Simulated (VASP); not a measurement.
Si (a cell with a defect): single point with PBE+D3(BJ)

System: Si (a cell with a defect).

```
Si
1.0
     0.00000    5.43000    5.43000
     5.43000    0.00000    5.43000
     5.43000    5.43000    0.00000
Si
17
Direct
  0.00939 0.99986 0.99101
  0.12822 0.11358 0.13024
  0.00731 0.97717 0.50853
  0.14213 0.11933 0.61926
  0.98546 0.48533 0.04404
  0.12823 0.62809 0.13027
  0.00712 0.50714 0.50857
  0.10979 0.60951 0.67119
  0.50000 0.99986 0.99105
  0.63583 0.13567 0.09296
  0.51113 0.01113 0.46696
  0.61957 0.11934 0.61930
  0.50001 0.50923 0.99102
  0.61370 0.62808 0.13026
  0.47744 0.50717 0.50856
  0.61944 0.64215 0.61926
  0.85206 0.35185 0.44430
```

- Program: VASP 6.6.1
- Task: single point
- Functional: PBE
- Dispersion: D3(BJ)
- Potentials or basis: VASP PAW PBE potentials, release 64 (Si)
- Cutoff: 520 eV
- k mesh: 2 × 2 × 2
- Occupations: gaussian, width 0.02 eV
- Spin: no spin polarisation
- Dipole correction: no
- Further INCAR settings: LREAL = Auto; ALGO = Normal; EDIFF = 1e-06; NBANDS = 48

* Pressure: 1.9 GPa
* Largest force: 0.491 eV/Å
* Band gap on the k mesh: zero (bands 34 and 35 overlap by 0.11 eV)
* Dispersion energy per atom: -0.332 eV

Forces in eV/Å, atoms in the order of the input:
```
Si   0.028  0.027 -0.029
Si   0.020 -0.006  0.007
Si   0.046 -0.002  0.002
Si   0.044  0.006 -0.041
Si  -0.038 -0.038  0.037
Si  -0.005 -0.006 -0.021
Si  -0.002  0.000 -0.044
Si  -0.036 -0.037  0.036
Si   0.028  0.029 -0.026
Si   0.067  0.068 -0.066
Si   0.063  0.063 -0.065
Si   0.043  0.041 -0.006
Si   0.028  0.028 -0.028
Si  -0.005  0.022  0.007
Si  -0.002  0.045 -0.001
Si   0.004  0.044 -0.043
Si  -0.284 -0.283  0.283
```

Stress tensor (GPa, compression positive):
```
 1.93 -0.45  0.45
-0.45  1.94  0.45
 0.45  0.45  1.94
```

Levels at points of the mesh, in eV from the Fermi level:
```
           k point  band 32  band 33  band 34  band 35  band 36  band 37
(0.00, 0.00, 0.00)    -0.76    -0.75    -0.46    -0.11    -0.10     0.12
(0.50, 0.00, 0.00)    -1.42    -1.16    -0.20     0.21     0.80     0.83
(0.00, 0.50, 0.00)    -1.42    -1.16    -0.20     0.21     0.80     0.83
(0.00, 0.00, 0.50)    -1.36    -1.36    -0.31     0.40     0.40     1.11
(0.50, 0.50, 0.50)    -1.42    -1.16    -0.20     0.21     0.80     0.83
(0.50, 0.50, 0.00)    -1.81    -0.89     0.01     0.51     1.16     1.27
(0.00, 0.50, 0.50)    -1.81    -0.88     0.01     0.51     1.16     1.27
(0.50, 0.00, 0.50)    -1.81    -0.89     0.01     0.51     1.16     1.27
```

It took 100 s on 1 thread of Intel(R) Xeon(R) 6975P-C (Granite Rapids) (shared host), peak memory 0.47 GiB.

Caveat: the k points lie up to 0.50 Å⁻¹ apart.
